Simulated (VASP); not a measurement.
Wanted: the native input for a VASP 6.6.1 run.

```yaml
Task: single point
Functional: PBEsol
Potentials_or_basis: VASP PAW PBE potentials, release 64 (Si, Ni)
Cutoff: 520 eV
k_mesh: 12 × 12 × 12
Occupations: gaussian, width 0.1 eV
Spin: no spin polarisation
Dipole_correction: no
Further_INCAR_settings: ALGO = Fast; EDIFF = 1e-06; NBANDS = 25
```

The structure of SiNi3 lies in POSCAR:

```
SiNi3
1.0
    3.4612022787      0.0000000000      0.0000000000
    0.0000000000      3.4612022787      0.0000000000
    0.0000000000      0.0000000000      3.4612022787
Si Ni
1 3
Direct
    0.0000000000      0.0000000000      0.0000000000
    0.0000000000      0.5000000000      0.5000000000
    0.5000000000      0.0000000000      0.5000000000
    0.5000000000      0.5000000000      0.0000000000
```

These files were run (other wordings do the same):

INCAR

```
PREC     = Accurate       # precision mode
ENCUT    = 520            # plane-wave cutoff, eV
EDIFF    = 1E-6           # SCF threshold, eV
ISMEAR   = 0              # smearing method
SIGMA    = 0.1            # smearing width, eV
LREAL    = F              # projectors in reciprocal space
LASPH    = T              # aspherical terms in the spheres
NELM     = 80             # most SCF steps
ALGO     = Fast           # electronic algorithm
ISIF     = 2              # what is computed and relaxed
LWAVE    = F              # write WAVECAR
LCHARG   = F              # write CHGCAR
GGA      = PS             # functional
NBANDS   = 25             # bands
```

KPOINTS

```
Automatic mesh
0
Gamma
  12 12 12
```

Potentials or basis: VASP PAW PBE potentials, release 64 (Si, Ni).

The run is started by

```console
$ cat potpaw_PBE.64/Si/POTCAR potpaw_PBE.64/Ni/POTCAR > POTCAR
$ mpirun -np 1 vasp_std > vasp.out
```

Results of the run:

| Item | Value |
| --- | --- |
| Pressure | 0.2 GPa |
| Band gap on the k mesh | zero (band 17 reaches 11.13 eV, above the bottom of band 18 at 10.88 eV) |

Caveat: the PAW data sets were made with another functional, which shifts forces and pressure a little.

It took 50 s on 1 thread of Intel(R) Xeon(R) 6975P-C (Granite Rapids), on a shared host, peak memory 0.2 GiB.
